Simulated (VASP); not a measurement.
# HfB (Fm-3m) in VASP: a series of runs

HfB is run at these levels: r2SCAN+U; tasks: single point.

All numbers are computed with VASP 6.6.1; they aren't measurements. Logs are shortened: lines on timing, memory, paths and dates and some standing lists are left out, and cuts for length are marked.

### Step 1. The cell of the first run

Symmetry: Fm-3m, No. 225, cubic system. Conventional cell: a = 4.912 Å, b = 4.912 Å, c = 4.912 Å, α = 90.00°, β = 90.00°, γ = 90.00°. Within 3.2 Å of Hf (site symmetry m-3m) lie 6 B at 2.46 Å. Within 3.2 Å of B (site symmetry m-3m) lie 6 Hf at 2.46 Å.

### Step 2. Single point, r2SCAN+U

Contents of POSCAR:

```
HfB
1.0
    0.0000000000      2.4560617457      2.4560617457
    2.4560617457      0.0000000000      2.4560617457
    2.4560617457      2.4560617457      0.0000000000
Hf B
1 1
Direct
    0.5000000000      0.5000000000      0.5000000000
    0.0000000000      0.0000000000      0.0000000000
```

Contents of INCAR.step1:

```
SYSTEM = HfB
  ALGO = Normal
  EDIFF = 1E-4
  ENCUT = 520
  GGA = PE
  ISMEAR = -1
  LASPH = .True.
  LCHARG = .False.
  LDAU = .True.
  LDAUJ = 0 0
  LDAUL = 2 -1
  LDAUTYPE = 2
  LDAUU = 5 0
  LMAXMIX = 4
  LREAL = .False.
  LWAVE = .True.
  NBANDS = 14
  NELM = 150
  PREC = Accurate
  SIGMA = 0.05
```

Contents of INCAR.step2:

```
SYSTEM = HfB
  ALGO = Normal
  EDIFF = 1E-6
  ENCUT = 520
  ISIF = 2
  ISMEAR = -1
  ISTART = 1
  LASPH = .True.
  LCHARG = .True.
  LDAU = .True.
  LDAUJ = 0 0
  LDAUL = 2 -1
  LDAUPRINT = 1
  LDAUTYPE = 2
  LDAUU = 5 0
  LELF = .True.
  LMAXMIX = 4
  LMIXTAU = .True.
  LREAL = .False.
  LVHAR = .True.
  LWAVE = .False.
  METAGGA = R2SCAN
  NBANDS = 14
  NELM = 150
  PREC = Accurate
  SIGMA = 0.05
```

Contents of KPOINTS:

```
k-points
0
Gamma
  10 10 10
  0 0 0
```

Potentials or basis: VASP PAW PBE potentials, release 64 (Hf_pv, B).

The run is started by

```sh
> cat potpaw_PBE.64/Hf_pv/POTCAR potpaw_PBE.64/B/POTCAR > POTCAR
> cp INCAR.step1 INCAR
> mpirun -np 1 vasp_std > vasp.out
> cp INCAR.step2 INCAR
> mpirun -np 1 vasp_std > vasp.out
```

OUTCAR:

```text
SYSTEM = HfB
   EDIFF = 1E-6
   ENCUT = 520
   ISIF = 2
   ISMEAR = -1
   ISTART = 1
   LASPH = .True.
   LREAL = .False.
   METAGGA = R2SCAN
   NELM = 150
   PREC = Accurate

 ion  position               nearest neighbor table
   1  0.500  0.500  0.500-   2 2.46   2 2.46   2 2.46   2 2.46   2 2.46   2 2.46
   2  0.000  0.000  0.000-   1 2.46   1 2.46   1 2.46   1 2.46   1 2.46   1 2.46

  LATTYP: Found a face centered cubic cell.
 ALAT       =     4.9121234914

  Lattice vectors:

 A1 = (   0.0000000000,   2.4560617457,   2.4560617457)
 A2 = (   2.4560617457,   0.0000000000,   2.4560617457)
 A3 = (   2.4560617457,   2.4560617457,   0.0000000000)

Analysis of symmetry for initial positions (statically):
=====================================================================
 Subroutine PRICEL returns:
 Original cell was already a primitive cell.

 Routine SETGRP: Setting up the symmetry group for a
 face centered cubic supercell.

 Subroutine GETGRP returns: Found 48 space group operations
 (whereof 48 operations were pure point group operations)
 out of a pool of 48 trial point group operations.

The static configuration has the point symmetry O_h .

Analysis of symmetry for dynamics (positions and initial velocities):
=====================================================================
 Subroutine PRICEL returns:
 Original cell was already a primitive cell.

 Routine SETGRP: Setting up the symmetry group for a
 face centered cubic supercell.

 Subroutine GETGRP returns: Found 48 space group operations
 (whereof 48 operations were pure point group operations)
 out of a pool of 48 trial point group operations.

The dynamic configuration has the point symmetry O_h .

 Subroutine INISYM returns: Found 48 space group operations
 (whereof 48 operations are pure point group operations),
 and found     1 'primitive' translations

----------------------------------------------------------------------------------------

                                     Primitive cell

  volume of cell :      29.6311

  direct lattice vectors                    reciprocal lattice vectors
     0.000000000  2.456061746  2.456061746    -0.203577944  0.203577944  0.203577944
     2.456061746  0.000000000  2.456061746     0.203577944 -0.203577944  0.203577944
     2.456061746  2.456061746  0.000000000     0.203577944  0.203577944 -0.203577944

  length of vectors
     3.473395831  3.473395831  3.473395831     0.352607342  0.352607342  0.352607342

  position of ions in fractional coordinates (direct lattice)
     0.500000000  0.500000000  0.500000000
     0.000000000  0.000000000  0.000000000

  ion indices of the primitive-cell ions
   primitive index   ion index
                 1           1
                 2           2

----------------------------------------------------------------------------------------

 KPOINTS: k-points

Automatic generation of k-mesh.
 Grid dimensions read from file:
 generate k-points for:   10   10   10

 Generating k-lattice:

  Cartesian coordinates                     Fractional coordinates (reciprocal lattice)
    -0.020357794  0.020357794  0.020357794     0.100000000  0.000000000  0.000000000
     0.020357794 -0.020357794  0.020357794     0.000000000  0.100000000  0.000000000
     0.020357794  0.020357794 -0.020357794     0.000000000  0.000000000  0.100000000

  Length of vectors
     0.035260734  0.035260734  0.035260734

  Shift w.r.t. Gamma in fractional coordinates (k-lattice)
     0.000000000  0.000000000  0.000000000

 Subroutine IBZKPT returns following result:
 ===========================================

 Found     47 irreducible k-points:

 Following reciprocal coordinates:
            Coordinates               Weight
  0.000000  0.000000  0.000000      1.000000
  0.100000  0.000000  0.000000      8.000000
  0.200000  0.000000  0.000000      8.000000
  0.300000  0.000000  0.000000      8.000000
  0.400000  0.000000  0.000000      8.000000
  0.500000  0.000000  0.000000      4.000000
[... 16 lines left out ...]
  0.300000  0.300000  0.000000      6.000000
  0.400000  0.300000  0.000000     24.000000
 [... further k-points ...]
   k-points           NKPTS =     47   k-points in BZ     NKDIM =     47   number of bands    NBANDS=     14
   number of dos      NEDOS =    301   number of ions     NIONS =      2
   total plane-waves  NPLWV =  21952
   dimension x,y,z NGX =    28 NGY =   28 NGZ =   28
   dimension x,y,z NGXF=    56 NGYF=   56 NGZF=   56
   ions per type =               1   1
   NGX,Y,Z   is equivalent  to a cutoff of  13.40, 13.40, 13.40 a.u.
   NGXF,Y,Z  is equivalent  to a cutoff of  26.80, 26.80, 26.80 a.u.
 SYSTEM =  HfB
   PREC   = accura    normal or accurate (medium, high low for compatibility)
   ISTART =      1    job   : 0-new  1-cont  2-samecut
   ICHARG =      0    charge: 1-file 2-atom 10-const
   ISPIN  =      1    spin polarized calculation?
   LNONCOLLINEAR =      F non collinear calculations
   LSORBIT =      F    spin-orbit coupling
   LASPH  =      T    aspherical Exc in radial PAW
   ENCUT  =  520.0 eV  38.22 Ry    6.18 a.u.   6.46  6.46  6.46*2*pi/ulx,y,z
   NELM   =    150;   NELMIN=  2; NELMDL=  0     # of ELM steps
   EDIFF  = 0.1E-05   stopping-criterion for ELM
   LREAL  =      F    real-space projection
   EDIFFG = 0.1E-04   stopping-criterion for IOM
   NSW    =      0    number of steps for IOM
   IBRION =     -1    ionic relax: 0-MD 1-quasi-New 2-CG
   NFREE  =      0    steps in history (QN), initial steepest desc. (CG)
   ISIF   =      2    stress and relaxation
   ISYM   =      2    0-nonsym 1-usesym 2-fastsym
   POTIM  = 0.5000    time-step for ionic-motion
   TEBEG  =    0.0;   TEEND  =   0.0 temperature during run
   PSTRESS=    0.0 pullay stress
   NELECT =      13.0000    total number of electrons
   NUPDOWN=      -1.0000    fix difference up-down
   EMIN   =  10.00;   EMAX   =-10.00  energy-range for DOS
   EFERMI =   0.00;   METHOD = LEGACY
   ISMEAR =    -1;   SIGMA  =   0.05  broadening in eV -4-tet -1-fermi 0-gaus
   EFERMI_NEDOS =   21; number of points for ismear=-14 and -15
   IALGO  =     38    algorithm
   IMIX   =      4    mixing-type and parameters
     AMIX     =   0.40;   BMIX     =  1.00
     AMIX_MAG =   1.60;   BMIX_MAG =  1.00
  volume/ion in A,a.u.               =      14.82        99.98
  Fermi-wavevector in a.u.,A,eV,Ry     =   1.243961  2.350745 21.054176  1.547438
  Thomas-Fermi vector in A             =   2.378248
   LORBIT       =      0    0 simple, 1 ext, 2 COOP (PROOUT), +10 PAW based schemes
 LDA+U is selected, type is set to LDAUTYPE =  2
   angular momentum for each species LDAUL =     2   -1
   U (eV)           for each species LDAUU =   5.0  0.0
   J (eV)           for each species LDAUJ =   0.0  0.0
   METAGGA = R2SCAN    functional components
   LHFCALC =     F    Hartree Fock is set to
   AEXX    =    0.0000 exact exchange contribution
   IVDW    =     0    specifies the selected vdW correction
   LEPSILON=     F    determine dielectric tensor
   LRPA    =     F    only Hartree local field effects (RPA)
 non-spin polarized calculation
  energy-cutoff  :      520.00
  volume of cell :       29.63
 maximum number of plane-waves:       821
 NGX is ok and might be reduce to    28
   NGX = 13   NGY = 13   NGZ = 13

atom =   1  type =  1  l = 2

 onsite density matrix

spin component  1

  0.0845  0.0000 -0.0000  0.0000 -0.0000
  0.0000  0.0845 -0.0000  0.0000 -0.0000
 -0.0000 -0.0000  0.2227  0.0000 -0.0000
  0.0000  0.0000  0.0000  0.0845  0.0000
 -0.0000 -0.0000 -0.0000  0.0000  0.2227

spin component  2

  0.0845  0.0000 -0.0000  0.0000 -0.0000
  0.0000  0.0845 -0.0000  0.0000 -0.0000
 -0.0000 -0.0000  0.2227  0.0000 -0.0000
  0.0000  0.0000  0.0000  0.0845  0.0000
 -0.0000 -0.0000 -0.0000  0.0000  0.2227

 occupancies and eigenvectors

  o =  0.0845  v =  1.0000  0.0000  0.0000  0.0000  0.0000  0.0000  0.0000  0.0000  0.0000  0.0000      0.0000  0.0000  0.0000  0.0000  0.0000  0.0000  0.0000  0.0000  0.0000  0.0000
  o =  0.0845  v =  0.0000  0.0000  0.0000  0.0000  0.0000  1.0000  0.0000  0.0000  0.0000  0.0000      0.0000  0.0000  0.0000  0.0000  0.0000  0.0000  0.0000  0.0000  0.0000  0.0000
  o =  0.0845  v =  0.0000  0.7705  0.0000  0.6375 -0.0000  0.0000  0.0000  0.0000  0.0000  0.0000      0.0000  0.0000  0.0000  0.0000  0.0000  0.0000  0.0000  0.0000  0.0000  0.0000
  o =  0.0845  v =  0.0000  0.0000  0.0000  0.0000  0.0000  0.0000  0.7705  0.0000  0.6375 -0.0000      0.0000  0.0000  0.0000  0.0000  0.0000  0.0000  0.0000  0.0000  0.0000  0.0000
  o =  0.0845  v =  0.0000  0.6375 -0.0000 -0.7705 -0.0000  0.0000  0.0000  0.0000  0.0000  0.0000      0.0000  0.0000  0.0000  0.0000  0.0000  0.0000  0.0000  0.0000  0.0000  0.0000
  o =  0.0845  v =  0.0000  0.0000  0.0000  0.0000  0.0000  0.0000  0.6375 -0.0000 -0.7705 -0.0000      0.0000  0.0000  0.0000  0.0000  0.0000  0.0000  0.0000  0.0000  0.0000  0.0000
  o =  0.2227  v =  0.0000  0.0000  0.0000  0.0000  0.0000  0.0000  0.0000  0.0021 -0.0000  1.0000      0.0000  0.0000  0.0000  0.0000  0.0000  0.0000  0.0000  0.0000  0.0000  0.0000
  o =  0.2227  v =  0.0000  0.0000  0.0021 -0.0000  1.0000  0.0000  0.0000  0.0000  0.0000  0.0000      0.0000  0.0000  0.0000  0.0000  0.0000  0.0000  0.0000  0.0000  0.0000  0.0000
  o =  0.2227  v =  0.0000  0.0000  0.0000  0.0000  0.0000  0.0000 -0.0000 -1.0000 -0.0000  0.0021      0.0000  0.0000  0.0000  0.0000  0.0000  0.0000  0.0000  0.0000  0.0000  0.0000
  o =  0.2227  v =  0.0000 -0.0000 -1.0000 -0.0000  0.0021  0.0000  0.0000  0.0000  0.0000  0.0000      0.0000  0.0000  0.0000  0.0000  0.0000  0.0000  0.0000  0.0000  0.0000  0.0000

 number of electron      13.0000000 magnetization

 Free energy of the ion-electron system (eV)
  ---------------------------------------------------
  ext. energy  EPLUGINS =         0.00000000
  ---------------------------------------------------
  free energy    TOTEN  =       -50.32023941 eV

  energy without entropy =      -50.31502984  energy(sigma->0) =      -50.31763463

 E-fermi :   4.5621     XC(G=0): -12.2616

 val. band max:        4.5386013990   @ k =  -0.2000   0.1000   0.0000
 cond. band min:       4.7011866486   @ k =  -0.2000   0.1000   0.0000
 fundamental gap:      0.1625852496
 Fermi energy:         4.5620741298

 k-point     1 :       0.0000    0.0000    0.0000
  band No.  band energies     occupation
      1     -26.9923      2.00000
      2     -26.9923      2.00000
      3     -26.9923      2.00000
      4      -5.4701      2.00000
      5       7.4189      0.00000
      6       7.4189      0.00000
      7       7.4190      0.00000
      8       7.8757      0.00000
      9       7.8757      0.00000
     10       7.8758      0.00000
     11       8.4953      0.00000
     12       8.4953      0.00000
     13      15.2445      0.00000
     14      15.4796      0.00000

 k-point     2 :       0.1000    0.0000    0.0000
  band No.  band energies     occupation
      1     -27.0277      2.00000
      2     -26.9962      2.00000
      3     -26.9962      2.00000
      4      -5.2313      2.00000
      5       6.0976      0.00000
      6       6.4364      0.00000
      7       6.4364      0.00000
      8       7.8001      0.00000
      9       7.8001      0.00000
     10       8.6343      0.00000
     11      10.0476      0.00000
     12      10.0476      0.00000
     13      15.6447      0.00000
     14      16.1466      0.00000
[... 343 lines left out ...]
      1     -27.2100      2.00000
      2     -27.0767      2.00000
      3     -27.0767      2.00000
      4      -3.2063      2.00000
      5       2.2842      2.00000
      6       5.1239      0.00003
      7       5.8388      0.00000
      8       5.8388      0.00000
      9       9.4965      0.00000
     10      12.0944      0.00000
     11      12.0944      0.00000
     12      13.9580      0.00000
     13      16.3154      0.00000
     14      16.7561      0.00000

 k-point    24 :       0.4000    0.3000    0.0000
  band No.  band energies     occupation
      1     -27.2573      2.00000
      2     -27.1013      2.00000
      3     -27.0905      2.00000
      4      -2.6281      2.00000
      5       2.0370      2.00000
      6       4.2296      1.99741
      7       5.4875      0.00000
      8       6.4160      0.00000
      9      10.2779      0.00000
     10      12.1875      0.00000
     11      12.3953      0.00000
     12      14.6282      0.00000
     13      15.2937      0.00000
     14      16.3275      0.00000

 [... further k-points ...]
[... 5 lines left out ...]
  --------------------------------------------------------------------------------------
  -------------------------------------------------------------------------------------
  Total        0.7060515      0.7060515      0.7060515      0.0000000      0.0000000      0.0000000
  in kB       38.1767659     38.1767659     38.1767659      0.0000000      0.0000000      0.0000000
  external PRESSURE =      38.1767659 kB  Pullay stress =       0.0000000 kB

 VOLUME and BASIS-vectors are now :
 -----------------------------------------------------------------------------
  energy-cutoff  :      520.00
  volume of cell :       29.63
      direct lattice vectors                 reciprocal lattice vectors
     0.000000000  2.456061746  2.456061746    -0.203577944  0.203577944  0.203577944
     2.456061746  0.000000000  2.456061746     0.203577944 -0.203577944  0.203577944
     2.456061746  2.456061746  0.000000000     0.203577944  0.203577944 -0.203577944

 POSITION                                       TOTAL-FORCE (eV/Angst)
 -----------------------------------------------------------------------------------
      2.45606      2.45606      2.45606        -0.000000     -0.000000     -0.000000
      0.00000      0.00000      0.00000         0.000000      0.000000      0.000000
 -----------------------------------------------------------------------------------
    total drift:                                0.000000      0.000000      0.000000

  FREE ENERGIE OF THE ION-ELECTRON SYSTEM (eV)
  ---------------------------------------------------
  free  energy   TOTEN  =       -50.3202394132 eV

  energy  without entropy=      -50.3150298379  energy(sigma->0) =      -50.31763463
```

Run time: 1.9 min. Hardware: 1 thread of Intel Xeon Platinum 8488C (Sapphire Rapids), shared host; peak memory 0.18 GiB.

What came out:

```
Free energy : -50.3202 eV
Pressure    : 3.8 GPa
```

Eigenvalues of the final occupation matrices:
| site | spin | trace | eigenvalues |
| --- | --- | --- | --- |
| site 1 d | 1 | 0.70 | 0.08 0.08 0.08 0.22 0.22 |
| site 1 d | 2 | 0.70 | 0.08 0.08 0.08 0.22 0.22 |

Caveat: the PAW data sets were made with another functional, which shifts forces and pressure a little; spin-orbit coupling is left out, which moves the levels of the heavy elements; U without spin polarisation on a metal has little footing; the U is typed as a test and isn't derived for this compound.

### Step 3. Single point, r2SCAN+U

This run uses another cell than the first one, of 15.06 Å³/atom, 1.016 times its volume.

Contents of POSCAR:

```
HfB
1.0
    0.0000000000      2.4693678968      2.4693678968
    2.4693678968      0.0000000000      2.4693678968
    2.4693678968      2.4693678968      0.0000000000
Hf B
1 1
Direct
    0.5000000000      0.5000000000      0.5000000000
    0.0000000000      0.0000000000      0.0000000000
```

Contents of INCAR.step1:

```
  PREC = Accurate
  ENCUT = 520
  ISMEAR = -1
  SIGMA = 0.05
  LREAL = False
  LASPH = True
  NELM = 150
  LMAXMIX = 4
  LDAU = True
  LDAUTYPE = 2
  LDAUL = 2 -1
  LDAUU = 6 0
  LDAUJ = 0 0
  NBANDS = 14
  GGA = PE
  ALGO = Normal
  EDIFF = 1E-4
  LWAVE = True
  LCHARG = False
```

Contents of INCAR.step2:

```
  PREC = Accurate
  ENCUT = 520
  EDIFF = 1E-7
  ISMEAR = -1
  SIGMA = 0.05
  LREAL = False
  LASPH = True
  NELM = 150
  ALGO = Normal
  ISIF = 2
  LWAVE = False
  LCHARG = True
  LMAXMIX = 4
  LDAU = True
  LDAUTYPE = 2
  LDAUL = 2 -1
  LDAUU = 6 0
  LDAUJ = 0 0
  LDAUPRINT = 1
  METAGGA = R2SCAN
  LMIXTAU = True
  LELF = True
  LVHAR = True
  NBANDS = 14
  ISTART = 1
```

Contents of KPOINTS:

```
regular mesh
0
Gamma
  10 10 10
```

Potentials or basis: VASP PAW PBE potentials, release 64 (Hf_pv, B).

The run is started by

```sh
> cat potpaw_PBE.64/Hf_pv/POTCAR potpaw_PBE.64/B/POTCAR > POTCAR
> cp INCAR.step1 INCAR
> mpirun -np 1 vasp_std > vasp.out
> cp INCAR.step2 INCAR
> mpirun -np 1 vasp_std > vasp.out
```

Wall time 2.1 min (1 thread of Intel Xeon Platinum 8488C (Sapphire Rapids), shared host); peak memory 0.18 GiB.

Results (log left out):

* Free energy: -49.7650 eV
* Pressure: 3.6 GPa

Levels at points of the mesh, in eV from the Fermi level:
```
           k point  band 3  band 4  band 5  band 6  band 7  band 8  band 9  band 10  band 11  band 12
(0.00, 0.00, 0.00)  -31.90  -10.09    2.95    2.95    2.95    3.19    3.19     3.19     3.93     3.93
(0.50, 0.00, 0.00)  -31.94   -5.63   -4.98   -1.04   -1.04    6.61    6.61     7.04     7.04    11.37
(0.50, 0.50, 0.00)  -32.02   -6.88   -2.22   -0.14    1.30    1.30    5.56     6.94     7.84     7.84
```

Eigenvalues of the final occupation matrices:
| site | spin | trace | eigenvalues |
| --- | --- | --- | --- |
| site 1 d | 1 | 0.67 | 0.08 0.08 0.08 0.22 0.22 |
| site 1 d | 2 | 0.67 | 0.08 0.08 0.08 0.22 0.22 |

Caveat: the PAW data sets were made with another functional, which shifts forces and pressure a little; spin-orbit coupling is left out, which moves the levels of the heavy elements; U without spin polarisation on a metal has little footing; the U is typed as a test and isn't derived for this compound.
